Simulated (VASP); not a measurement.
# RuBrF3 (Pm-3m) in VASP: notebook

RuBrF3 is run at these levels: PBE; tasks: single point, relaxation of cell and atoms.

Program: VASP 6.6.1. These are calculated values, not measurements. Logs are shortened: lines on timing, memory, paths and dates and some standing lists are left out, and cuts for length are marked.

## Step 1: The cell of the first run

Symmetry: Pm-3m, No. 221, cubic system. The conventional cell has a = 4.101 Å, b = 4.101 Å, c = 4.101 Å, α = 90.00°, β = 90.00°, γ = 90.00°. Ru (site symmetry m-3m) has 6 F at 2.05 Å within 2.7 Å. Br (site symmetry m-3m) has 12 F at 2.90 Å and 8 Ru at 3.55 Å within 3.8 Å. F (site symmetry 4/mmm) has 2 Ru at 2.05 Å within 2.7 Å.

## Step 2: Single point, PBE, collinear spin, ferromagnetic start

Contents of INCAR:

```
SYSTEM = RuBrF3
ALGO = Normal ; EDIFF = 1E-6
ENCUT = 520 ; GGA = PE
ISIF = 2 ; ISMEAR = 0
ISPIN = 2 ; LASPH = .True.
LCHARG = .True. ; LELF = .True.
LMAXMIX = 4 ; LORBIT = 11
LREAL = .False. ; LVHAR = .True.
LWAVE = .False. ; MAGMOM = 1 0 0 0 0
NBANDS = 33 ; NELM = 150
PREC = Accurate ; SIGMA = 0.1
```

Contents of KPOINTS:

```
k-points
0
Gamma
  4 4 4
  0 0 0
```

Contents of POSCAR:

```
RuBrF3
1.0
    4.1011039000      0.0000000000      0.0000000000
    0.0000000000      4.1011039000      0.0000000000
    0.0000000000      0.0000000000      4.1011039000
Ru Br F
1 1 3
Direct
    0.5000000000      0.5000000000      0.5000000000
    0.0000000000      0.0000000000      0.0000000000
    0.0000000000      0.5000000000      0.5000000000
    0.5000000000      0.0000000000      0.5000000000
    0.5000000000      0.5000000000      0.0000000000
```

Potentials or basis: VASP PAW PBE potentials, release 64 (Ru_pv, Br, F).

The run is started by

```sh
> cat potpaw_PBE.64/Ru_pv/POTCAR potpaw_PBE.64/Br/POTCAR potpaw_PBE.64/F/POTCAR > POTCAR
> mpirun -np 1 vasp_std > vasp.out
```

OUTCAR:

```text
SYSTEM = RuBrF3
   EDIFF = 1E-6
   ENCUT = 520
   GGA = PE
   ISIF = 2
   ISMEAR = 0
   ISPIN = 2
   LASPH = .True.
   LORBIT = 11
   LREAL = .False.
   NELM = 150
   PREC = Accurate

 ion  position               nearest neighbor table
   1  0.500  0.500  0.500-   3 2.05   4 2.05   5 2.05   5 2.05   4 2.05   3 2.05
   2  0.000  0.000  0.000-
   3  0.000  0.500  0.500-   1 2.05   1 2.05
   4  0.500  0.000  0.500-   1 2.05   1 2.05
   5  0.500  0.500  0.000-   1 2.05   1 2.05

  LATTYP: Found a simple cubic cell.
 ALAT       =     4.1011039000

  Lattice vectors:

 A1 = (   4.1011039000,   0.0000000000,   0.0000000000)
 A2 = (   0.0000000000,   4.1011039000,   0.0000000000)
 A3 = (   0.0000000000,   0.0000000000,   4.1011039000)

Analysis of symmetry for initial positions (statically):
=====================================================================
 Subroutine PRICEL returns:
 Original cell was already a primitive cell.

 Routine SETGRP: Setting up the symmetry group for a
 simple cubic supercell.

 Subroutine GETGRP returns: Found 48 space group operations
 (whereof 48 operations were pure point group operations)
 out of a pool of 48 trial point group operations.

The static configuration has the point symmetry O_h .

Analysis of symmetry for dynamics (positions and initial velocities):
=====================================================================
 Subroutine PRICEL returns:
 Original cell was already a primitive cell.

 Routine SETGRP: Setting up the symmetry group for a
 simple cubic supercell.

 Subroutine GETGRP returns: Found 48 space group operations
 (whereof 48 operations were pure point group operations)
 out of a pool of 48 trial point group operations.

The dynamic configuration has the point symmetry O_h .

Analysis of structural, dynamic, and magnetic symmetry:
=====================================================================
 Subroutine PRICEL returns:
 Original cell was already a primitive cell.

 Routine SETGRP: Setting up the symmetry group for a
 simple cubic supercell.

 Subroutine GETGRP returns: Found 48 space group operations
 (whereof 48 operations were pure point group operations)
 out of a pool of 48 trial point group operations.

The overall configuration has the point symmetry O_h .

 Subroutine INISYM returns: Found 48 space group operations
 (whereof 48 operations are pure point group operations),
 and found     1 'primitive' translations

----------------------------------------------------------------------------------------

                                     Primitive cell

  volume of cell :      68.9767

  direct lattice vectors                    reciprocal lattice vectors
     4.101103900  0.000000000  0.000000000     0.243836787  0.000000000  0.000000000
     0.000000000  4.101103900  0.000000000     0.000000000  0.243836787  0.000000000
     0.000000000  0.000000000  4.101103900     0.000000000  0.000000000  0.243836787

  length of vectors
     4.101103900  4.101103900  4.101103900     0.243836787  0.243836787  0.243836787

  position of ions in fractional coordinates (direct lattice)
     0.500000000  0.500000000  0.500000000
     0.000000000  0.000000000  0.000000000
     0.000000000  0.500000000  0.500000000
     0.500000000  0.000000000  0.500000000
     0.500000000  0.500000000  0.000000000

  ion indices of the primitive-cell ions
   primitive index   ion index
                 1           1
                 2           2
                 3           3
                 4           4
                 5           5

----------------------------------------------------------------------------------------

 KPOINTS: k-points

Automatic generation of k-mesh.
 Grid dimensions read from file:
 generate k-points for:    4    4    4

 Generating k-lattice:

  Cartesian coordinates                     Fractional coordinates (reciprocal lattice)
     0.060959197  0.000000000  0.000000000     0.250000000  0.000000000  0.000000000
     0.000000000  0.060959197  0.000000000     0.000000000  0.250000000  0.000000000
     0.000000000  0.000000000  0.060959197     0.000000000  0.000000000  0.250000000

  Length of vectors
     0.060959197  0.060959197  0.060959197

  Shift w.r.t. Gamma in fractional coordinates (k-lattice)
     0.000000000  0.000000000  0.000000000

 Subroutine IBZKPT returns following result:
 ===========================================

 Found     10 irreducible k-points:

 Following reciprocal coordinates:
            Coordinates               Weight
  0.000000  0.000000  0.000000      1.000000
  0.250000  0.000000  0.000000      6.000000
  0.500000  0.000000  0.000000      3.000000
  0.250000  0.250000  0.000000     12.000000
  0.500000  0.250000  0.000000     12.000000
  0.500000  0.500000  0.000000      3.000000
  0.250000  0.250000  0.250000      8.000000
  0.500000  0.250000  0.250000     12.000000
  0.500000  0.500000  0.250000      6.000000
  0.500000  0.500000  0.500000      1.000000
   k-points           NKPTS =     10   k-points in BZ     NKDIM =     10   number of bands    NBANDS=     33
   number of dos      NEDOS =    301   number of ions     NIONS =      5
   total plane-waves  NPLWV =  32768
   dimension x,y,z NGX =    32 NGY =   32 NGZ =   32
   dimension x,y,z NGXF=    64 NGYF=   64 NGZF=   64
   ions per type =               1   1   3
   NGX,Y,Z   is equivalent  to a cutoff of  12.97, 12.97, 12.97 a.u.
   NGXF,Y,Z  is equivalent  to a cutoff of  25.94, 25.94, 25.94 a.u.
 SYSTEM =  RuBrF3
   PREC   = accura    normal or accurate (medium, high low for compatibility)
   ISTART =      0    job   : 0-new  1-cont  2-samecut
   ICHARG =      2    charge: 1-file 2-atom 10-const
   ISPIN  =      2    spin polarized calculation?
   LNONCOLLINEAR =      F non collinear calculations
   LSORBIT =      F    spin-orbit coupling
   LASPH  =      T    aspherical Exc in radial PAW
   ENCUT  =  520.0 eV  38.22 Ry    6.18 a.u.   7.63  7.63  7.63*2*pi/ulx,y,z
   NELM   =    150;   NELMIN=  2; NELMDL= -5     # of ELM steps
   EDIFF  = 0.1E-05   stopping-criterion for ELM
   LREAL  =      F    real-space projection
   EDIFFG = 0.1E-04   stopping-criterion for IOM
   NSW    =      0    number of steps for IOM
   IBRION =     -1    ionic relax: 0-MD 1-quasi-New 2-CG
   NFREE  =      0    steps in history (QN), initial steepest desc. (CG)
   ISIF   =      2    stress and relaxation
   ISYM   =      2    0-nonsym 1-usesym 2-fastsym
   POTIM  = 0.5000    time-step for ionic-motion
   TEBEG  =    0.0;   TEEND  =   0.0 temperature during run
   PSTRESS=    0.0 pullay stress
   NELECT =      42.0000    total number of electrons
   NUPDOWN=      -1.0000    fix difference up-down
   EMIN   =  10.00;   EMAX   =-10.00  energy-range for DOS
   EFERMI =   0.00;   METHOD = LEGACY
   ISMEAR =     0;   SIGMA  =   0.10  broadening in eV -4-tet -1-fermi 0-gaus
   EFERMI_NEDOS =   21; number of points for ismear=-14 and -15
   IALGO  =     38    algorithm
   IMIX   =      4    mixing-type and parameters
     AMIX     =   0.40;   BMIX     =  1.00
     AMIX_MAG =   1.60;   BMIX_MAG =  1.00
  volume/ion in A,a.u.               =      13.80        93.10
  Fermi-wavevector in a.u.,A,eV,Ry     =   1.387577  2.622141 26.196256  1.925370
  Thomas-Fermi vector in A             =   2.511785
   LORBIT       =     11    0 simple, 1 ext, 2 COOP (PROOUT), +10 PAW based schemes
   GGA     = PE    functional components
   LHFCALC =     F    Hartree Fock is set to
   AEXX    =    0.0000 exact exchange contribution
   IVDW    =     0    specifies the selected vdW correction
   LEPSILON=     F    determine dielectric tensor
   LRPA    =     F    only Hartree local field effects (RPA)
 spin polarized calculation
 Gauss-broadening in eV      SIGMA  =   0.10
  energy-cutoff  :      520.00
  volume of cell :       68.98
 maximum number of plane-waves:      1877
 NGX is ok and might be reduce to    32
   NGX = 15   NGY = 15   NGZ = 15

 number of electron      42.0000045 magnetization       3.1887268

 Free energy of the ion-electron system (eV)
  ---------------------------------------------------
  ext. energy  EPLUGINS =         0.00000000
  ---------------------------------------------------
  free energy    TOTEN  =       -19.98644155 eV

  energy without entropy =      -19.96057990  energy(sigma->0) =      -19.97351073

 E-fermi :   3.2680     XC(G=0): -10.5852

 val. band max:        3.2219893447   @ k =   0.2500   0.2500   0.0000
 cond. band min:       3.2819355274   @ k =   0.2500   0.2500   0.0000
 fundamental gap:      0.0599461827
 Fermi energy:         3.2680378890

 spin component 1

 k-point     1 :       0.0000    0.0000    0.0000
  band No.  band energies     occupation
      1     -41.1175      1.00000
      2     -41.1175      1.00000
      3     -41.1175      1.00000
      4     -20.8149      1.00000
      5     -20.4535      1.00000
      6     -20.4535      1.00000
[... 349 lines left out ...]
     32      19.0959      0.00000
     33      19.0964      0.00000
 Fermi energy:         3.2680378890

 spin component 2

 k-point     1 :       0.0000    0.0000    0.0000
  band No.  band energies     occupation
      1     -39.5855      1.00000
      2     -39.5855      1.00000
      3     -39.5855      1.00000
      4     -20.5721      1.00000
      5     -20.1991      1.00000
      6     -20.1991      1.00000
[... 349 lines left out ...]
     32      19.3762      0.00000
     33      19.3762      0.00000

------------------------ aborting loop because EDIFF is reached ----------------------------------------

  FORCE on cell =-STRESS in cart. coord.  units (eV):
  Direction    XX          YY          ZZ          XY          YZ          ZX
  --------------------------------------------------------------------------------------
  -------------------------------------------------------------------------------------
  Total        2.5426244      2.5426244      2.5426244     -0.0000000      0.0000000     -0.0000000
  in kB       59.0595969     59.0595969     59.0595969     -0.0000000      0.0000000     -0.0000000
  external PRESSURE =      59.0595969 kB  Pullay stress =       0.0000000 kB

 VOLUME and BASIS-vectors are now :
 -----------------------------------------------------------------------------
  energy-cutoff  :      520.00
  volume of cell :       68.98
      direct lattice vectors                 reciprocal lattice vectors
     4.101103900  0.000000000  0.000000000     0.243836787  0.000000000  0.000000000
     0.000000000  4.101103900  0.000000000     0.000000000  0.243836787  0.000000000
     0.000000000  0.000000000  4.101103900     0.000000000  0.000000000  0.243836787

 POSITION                                       TOTAL-FORCE (eV/Angst)
 -----------------------------------------------------------------------------------
      2.05055      2.05055      2.05055         0.000000      0.000000      0.000000
      0.00000      0.00000      0.00000         0.000000      0.000000      0.000000
      0.00000      2.05055      2.05055         0.000000      0.000000      0.000000
      2.05055      0.00000      2.05055         0.000000      0.000000      0.000000
      2.05055      2.05055      0.00000         0.000000      0.000000      0.000000
 -----------------------------------------------------------------------------------
    total drift:                                0.000000     -0.000000     -0.000000

  FREE ENERGIE OF THE ION-ELECTRON SYSTEM (eV)
  ---------------------------------------------------
  free  energy   TOTEN  =       -19.9864415542 eV

  energy  without entropy=      -19.9605799000  energy(sigma->0) =      -19.97351073

 total charge

# of ion       s       p       d       tot
------------------------------------------
    1        0.217   6.181   5.639  12.037
    2        1.638   3.127   0.011   4.776
    3        1.746   4.306   0.000   6.051
    4        1.746   4.306   0.000   6.051
    5        1.746   4.306   0.000   6.051
--------------------------------------------------
tot          7.093  22.224   5.650  34.967

 magnetization (x)

# of ion       s       p       d       tot
------------------------------------------
    1        0.013   0.008   1.888   1.910
    2        0.021   0.597   0.000   0.618
    3        0.007   0.121   0.000   0.128
    4        0.007   0.121   0.000   0.128
    5        0.007   0.121   0.000   0.128
--------------------------------------------------
tot          0.055   0.967   1.889   2.911
```

Wall time 35 s (1 thread of Intel Xeon Platinum 8488C (Sapphire Rapids), shared host); peak memory 0.22 GiB.

Results:

```
Free energy                                           : -19.9864 eV
Pressure                                              : 5.9 GPa
Net moment                                            : 3.19 μB per cell
Site moments                                          : Ru +1.91; Br +0.62; F +0.13 μB
Valence electrons inside the program's atomic spheres : Ru 12.04; Br 4.78; F 6.05
```

Levels at points of the mesh, in eV from the Fermi level:
Spin up:
| k point | band 20 | band 21 | band 22 | band 23 | band 24 | band 25 | band 26 | band 27 |
| --- | --- | --- | --- | --- | --- | --- | --- | --- |
| (0.00, 0.00, 0.00) | -1.18 | -1.18 | -0.33 | -0.33 | -0.33 | 5.22 | 8.83 | 8.89 |
| (0.50, 0.00, 0.00) | -1.22 | -1.18 | -0.64 | -0.64 | 1.08 | 8.55 | 8.84 | 8.92 |
| (0.50, 0.50, 0.00) | -0.98 | -0.98 | -0.61 | -0.22 | 2.68 | 8.24 | 8.83 | 10.89 |
| (0.50, 0.50, 0.50) | -0.18 | -0.18 | -0.18 | 2.69 | 2.69 | 8.38 | 8.38 | 8.38 |
Spin down:
```
           k point  band 15  band 16  band 17  band 18  band 19  band 20  band 21  band 22  band 23  band 24
(0.00, 0.00, 0.00)    -4.14    -4.14    -1.01    -1.01    -1.01     0.23     0.23     0.35     0.35     0.35
(0.50, 0.00, 0.00)    -4.22    -4.22    -1.34    -0.98    -0.09    -0.09     0.25     0.26     0.26     2.25
(0.50, 0.50, 0.00)    -4.94    -3.61    -0.38    -0.35    -0.35     0.11     0.11     0.73     1.07     3.75
(0.50, 0.50, 0.50)    -3.60    -3.60     0.03     0.03     0.03     0.83     0.83     0.83     3.75     3.75
```

Caveat: the k points lie up to 0.38 Å⁻¹ apart.

(Part 1 of 2 ends here.)
